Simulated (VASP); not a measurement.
# Al (Fm-3m) in VASP: notebook

The runs below take Al through relaxation of cell and atoms, with PBE.

All numbers are computed with VASP 6.6.1; they aren't measurements. Logs are shortened: lines on timing, memory, paths and dates and some standing lists are left out, and cuts for length are marked.

## 1. The cell of the first run

Symmetry: Fm-3m, No. 225, cubic system. Conventional cell: a = 3.432 Å, b = 3.432 Å, c = 3.432 Å, α = 90.00°, β = 90.00°, γ = 90.00°. Within 3.2 Å of Al (site symmetry m-3m) lie 12 Al at 2.43 Å.

## 2. Relaxation of cell and atoms, PBE, target pressure 110 GPa, at which the enthalpy is minimised

Input file INCAR:

```
SYSTEM = Al
  PREC = Accurate
  ENCUT = 600
  EDIFF = 1E-7
  ISMEAR = -1
  SIGMA = 0.05
  LREAL = .False.
  LASPH = .True.
  NELM = 100
  ALGO = Normal
  ISIF = 3
  LWAVE = .False.
  LCHARG = .False.
  GGA = PE
  IBRION = 2
  NSW = 60
  EDIFFG = -0.005
  PSTRESS = 1100.0
```

Input file KPOINTS:

```
Automatic mesh
0
Gamma
  19 19 19
  0 0 0
```

Input file POSCAR:

```
Al
1.0
    0.0000000000      1.7159226025      1.7159226025
    1.7159226025      0.0000000000      1.7159226025
    1.7159226025      1.7159226025      0.0000000000
Al
1
Direct
    0.0000000000      0.0000000000      0.0000000000
```

Potentials or basis: VASP PAW PBE potentials, release 64 (Al).

Launch:

```sh
$ cat potpaw_PBE.64/Al/POTCAR > POTCAR
$ mpirun -np 1 vasp_std > vasp.out
```

OUTCAR:

```text
SYSTEM = Al
   PREC = Accurate
   ENCUT = 600
   EDIFF = 1E-7
   ISMEAR = -1
   LREAL = .False.
   LASPH = .True.
   NELM = 100
   ISIF = 3
   GGA = PE
   IBRION = 2
   NSW = 60
   EDIFFG = -0.005
   PSTRESS = 1100.0

 ion  position               nearest neighbor table
   1  0.000  0.000  0.000-

  LATTYP: Found a face centered cubic cell.
 ALAT       =     3.4318452050

  Lattice vectors:

 A1 = (   0.0000000000,   1.7159226025,   1.7159226025)
 A2 = (   1.7159226025,   0.0000000000,   1.7159226025)
 A3 = (   1.7159226025,   1.7159226025,   0.0000000000)

Analysis of symmetry for initial positions (statically):
=====================================================================
 Subroutine PRICEL returns:
 Original cell was already a primitive cell.

 Routine SETGRP: Setting up the symmetry group for a
 face centered cubic supercell.

 Subroutine GETGRP returns: Found 48 space group operations
 (whereof 48 operations were pure point group operations)
 out of a pool of 48 trial point group operations.

The static configuration has the point symmetry O_h .

Analysis of symmetry for dynamics (positions and initial velocities):
=====================================================================
 Subroutine PRICEL returns:
 Original cell was already a primitive cell.

 Routine SETGRP: Setting up the symmetry group for a
 face centered cubic supercell.

 Subroutine GETGRP returns: Found 48 space group operations
 (whereof 48 operations were pure point group operations)
 out of a pool of 48 trial point group operations.

The dynamic configuration has the point symmetry O_h .

 Subroutine INISYM returns: Found 48 space group operations
 (whereof 48 operations are pure point group operations),
 and found     1 'primitive' translations

----------------------------------------------------------------------------------------

                                     Primitive cell

  volume of cell :      10.1047

  direct lattice vectors                    reciprocal lattice vectors
     0.000000000  1.715922603  1.715922603    -0.291388434  0.291388434  0.291388434
     1.715922603  0.000000000  1.715922603     0.291388434 -0.291388434  0.291388434
     1.715922603  1.715922603  0.000000000     0.291388434  0.291388434 -0.291388434

  length of vectors
     2.426681016  2.426681016  2.426681016     0.504699572  0.504699572  0.504699572

  position of ions in fractional coordinates (direct lattice)
     0.000000000  0.000000000  0.000000000

[... 78 lines left out ...]
   NSW    =     60    number of steps for IOM
   IBRION =      2    ionic relax: 0-MD 1-quasi-New 2-CG
   NFREE  =      1    steps in history (QN), initial steepest desc. (CG)
   ISIF   =      3    stress and relaxation
   ISYM   =      2    0-nonsym 1-usesym 2-fastsym
   POTIM  = 0.5000    time-step for ionic-motion
   TEBEG  =    0.0;   TEEND  =   0.0 temperature during run
   PSTRESS= 1100.0 pullay stress
   NELECT =       3.0000    total number of electrons
   NUPDOWN=      -1.0000    fix difference up-down
   EMIN   =  10.00;   EMAX   =-10.00  energy-range for DOS
   EFERMI =   0.00;   METHOD = LEGACY
   ISMEAR =    -1;   SIGMA  =   0.05  broadening in eV -4-tet -1-fermi 0-gaus
   EFERMI_NEDOS =   21; number of points for ismear=-14 and -15
   IALGO  =     38    algorithm
   IMIX   =      4    mixing-type and parameters
     AMIX     =   0.40;   BMIX     =  1.00
     AMIX_MAG =   1.60;   BMIX_MAG =  1.00
  volume/ion in A,a.u.               =      10.10        68.19
  Fermi-wavevector in a.u.,A,eV,Ry     =   1.092130  2.063826 16.228312  1.192747
  Thomas-Fermi vector in A             =   2.228389
   LORBIT       =      0    0 simple, 1 ext, 2 COOP (PROOUT), +10 PAW based schemes
   GGA     = PE    functional components
   LHFCALC =     F    Hartree Fock is set to
   AEXX    =    0.0000 exact exchange contribution
   IVDW    =     0    specifies the selected vdW correction
   LEPSILON=     F    determine dielectric tensor
   LRPA    =     F    only Hartree local field effects (RPA)
 conjugate gradient relaxation of ions
 non-spin polarized calculation
  energy-cutoff  :      600.00
  volume of cell :       10.10
 maximum number of plane-waves:       345
   NGX =  9   NGY =  9   NGZ =  9

--------------------------------------- Ionic step        1  -------------------------------------------

 number of electron       3.0000000 magnetization

 Free energy of the ion-electron system (eV)
  ---------------------------------------------------
  ext. energy  EPLUGINS =         0.00000000
  ---------------------------------------------------
  free energy    TOTEN  =        -2.31442459 eV

  energy without entropy =       -2.31162884  energy(sigma->0) =       -2.31302672

------------------------ aborting loop because EDIFF is reached ----------------------------------------

  FORCE on cell =-STRESS in cart. coord.  units (eV):
  Direction    XX          YY          ZZ          XY          YZ          ZX
  --------------------------------------------------------------------------------------
  -------------------------------------------------------------------------------------
  Total        6.9167272      6.9167272      6.9167272      0.0000000     -0.0000000      0.0000000
  in kB     1096.7007756   1096.7007756   1096.7007756      0.0000000     -0.0000000      0.0000000
  external PRESSURE =      -3.2992244 kB  Pullay stress =    1100.0000000 kB
[... 61 lines left out ...]
--------------------------------------- Ionic step        3  -------------------------------------------

 number of electron       3.0000000 magnetization

 Free energy of the ion-electron system (eV)
  ---------------------------------------------------
  ext. energy  EPLUGINS =         0.00000000
  ---------------------------------------------------
  free energy    TOTEN  =        -2.30909276 eV

  energy without entropy =       -2.30630068  energy(sigma->0) =       -2.30769672

 E-fermi :  14.0036     XC(G=0): -12.1263

 val. band max:       13.9717979293   @ k =  -0.2632   0.2632   0.1053
 cond. band min:      14.0120710967   @ k =  -0.3158   0.1579   0.0000
 fundamental gap:      0.0402731675
 Fermi energy:        14.0035631732

 k-point     1 :       0.0000    0.0000    0.0000
  band No.  band energies     occupation
      1      -0.7445      2.00000
      2      29.9100      0.00000
      3      29.9100      0.00000
      4      29.9100      0.00000
      5      34.7202      0.00000
[... 177 lines left out ...]
 k-point    24 :      -0.2632    0.0526    0.0000
  band No.  band energies     occupation
      1       2.2529      2.00000
      2      17.3060      0.00000
      3      26.7195      0.00000
      4      29.7042      0.00000
      5      32.9655      0.00000

 [... further k-points ...]
[... 5 lines left out ...]
  --------------------------------------------------------------------------------------
  -------------------------------------------------------------------------------------
  Total        6.9330382      6.9330382      6.9330382      0.0000000     -0.0000000      0.0000000
  in kB     1100.1338406   1100.1338406   1100.1338406      0.0000000     -0.0000000      0.0000000
  external PRESSURE =       0.1338406 kB  Pullay stress =    1100.0000000 kB
[... 20 lines left out ...]
  energy  without entropy=       -2.3063006801  energy(sigma->0) =       -2.30769672

  enthalpy is  TOTEN    =         4.6231019610 eV   P V=        6.9321947222

 reached required accuracy - stopping structural energy minimisation
```

OSZICAR:

```text
N       E                     dE             d eps       ncg     rms          rms(c)
DAV:   1     0.977252918478E+00    0.97725E+00   -0.11016E+03  2250   0.399E+02
DAV:   2    -0.235781040422E+01   -0.33351E+01   -0.31000E+01  3045   0.425E+01
[... 15 lines left out ...]
   2 F= 0.46231729E+01 E0= 0.46245636E+01  d E =0.626052E-04
       N       E                     dE             d eps       ncg     rms          rms(c)
DAV:   1    -0.230909674479E+01   -0.15606E-01   -0.15608E-04  2455   0.100E-01    0.172E-02
DAV:   2    -0.230909470467E+01    0.20401E-05   -0.84137E-07  2525   0.916E-03    0.631E-03
DAV:   3    -0.230909310430E+01    0.16004E-05   -0.90953E-08  2495   0.290E-03    0.116E-03
DAV:   4    -0.230909270877E+01    0.39553E-06   -0.14210E-08  1235   0.114E-03    0.108E-03
DAV:   5    -0.230909276119E+01   -0.52420E-07   -0.15034E-09  1140   0.381E-04
   3 F= 0.46231020E+01 E0= 0.46244980E+01  d E =-.838231E-05
```

Wall time 21 s (1 thread of Intel Xeon Platinum 8259CL at 2.50GHz (Skylake/Cascade Lake), shared host); peak memory 0.13 GiB.

Results:

* Free energy: -2.3091 eV
* Relaxed volume: 10.10 Å³/atom
* Relaxed cell: a = 2.426 Å, b = 2.426 Å, c = 2.426 Å, α = 60.00°, β = 60.00°, γ = 60.00°
* Space group after relaxing (to 0.05 Å): Fm-3m (No. 225)
* Energy change on relaxing (the enthalpy is what falls): +5.3 meV/atom
* Ionic steps: 3
* Pressure after relaxing: 110.0 GPa

The path:
| step | energy change (eV) | largest force (eV/Å) | pressure (GPa) | volume (Å³) |
| --- | --- | --- | --- | --- |
| 1 | 0.0000 | 0.0000 | 109.67 | 10.10 |
| 2 | 0.0209 | 0.0000 | 111.02 | 10.07 |
| 3 | 0.0053 | 0.0000 | 110.01 | 10.10 |

Final structure:
```
Al
1.0
     0.00000    1.71548    1.71548
     1.71548    0.00000    1.71548
     1.71548    1.71548    0.00000
Al
1
Direct
  0.00000 0.00000 0.00000
```

Caveat: the cell is relaxed towards a set pressure, so the enthalpy falls and the energy may rise.

## 3. Relaxation of cell and atoms, PBE, target pressure 110 GPa, at which the enthalpy is minimised

Input file INCAR:

```
SYSTEM = Al
ALGO = Normal
EDIFF = 1E-6
EDIFFG = -0.005
ENCUT = 600
GGA = PE
IBRION = 2
ISIF = 3
ISMEAR = -1
LASPH = .TRUE.
LCHARG = .FALSE.
LREAL = .FALSE.
LWAVE = .FALSE.
NELM = 100
NSW = 32
PREC = Accurate
PSTRESS = 1100.0
SIGMA = 0.05
```

Input file KPOINTS:

```
k-points
0
G
  19 19 19
  0 0 0
```

Input file POSCAR:

```
Al
1.0
    0.0000000000      1.7151874225      1.7151874225
    1.7151874225      0.0000000000      1.7151874225
    1.7151874225      1.7151874225      0.0000000000
Al
1
Direct
    0.0000000000      0.0000000000      0.0000000000
```

Potentials or basis: VASP PAW PBE potentials, release 64 (Al).

Launch:

```sh
$ cat potpaw_PBE.64/Al/POTCAR > POTCAR
$ mpirun -np 1 vasp_std > vasp.out
```

It took 18 s on 1 thread of Intel Xeon Platinum 8259CL at 2.50GHz (Skylake/Cascade Lake), shared host; peak memory 0.12 GiB.

It converged, with:

| Property | Result |
| --- | --- |
| Free energy | -2.3093 eV |
| Relaxed volume | 10.10 Å³/atom |
| Relaxed cell | a = 2.426 Å, b = 2.426 Å, c = 2.426 Å, α = 60.00°, β = 60.00°, γ = 60.00° |
| Space group after relaxing (to 0.05 Å) | Fm-3m (No. 225) |
| Energy change on relaxing (the enthalpy is what falls) | -3.8 meV/atom |
| Ionic steps | 3 |
| Pressure after relaxing | 110.0 GPa |

The path:
```tsv
step	energy change (eV)	largest force (eV/Å)	pressure (GPa)	volume (Å³)
1	0.0000	0.0000	110.24	10.09
2	-0.0154	0.0000	109.25	10.11
3	-0.0038	0.0000	110.00	10.10
```

Final structure:
```
Al
1.0
     0.00000    1.71550    1.71550
     1.71550    0.00000    1.71550
     1.71550    1.71550    0.00000
Al
1
Cartesian
  0.0000 0.0000 0.0000
```

Levels at points of the mesh, in eV from the Fermi level:
```tsv
k point	band 1	band 2	band 3	band 4
(0.00, 0.00, 0.00)	-14.75	15.91	15.91	15.91
```

Caveat: the cell is relaxed towards a set pressure, so the enthalpy falls and the energy may rise.
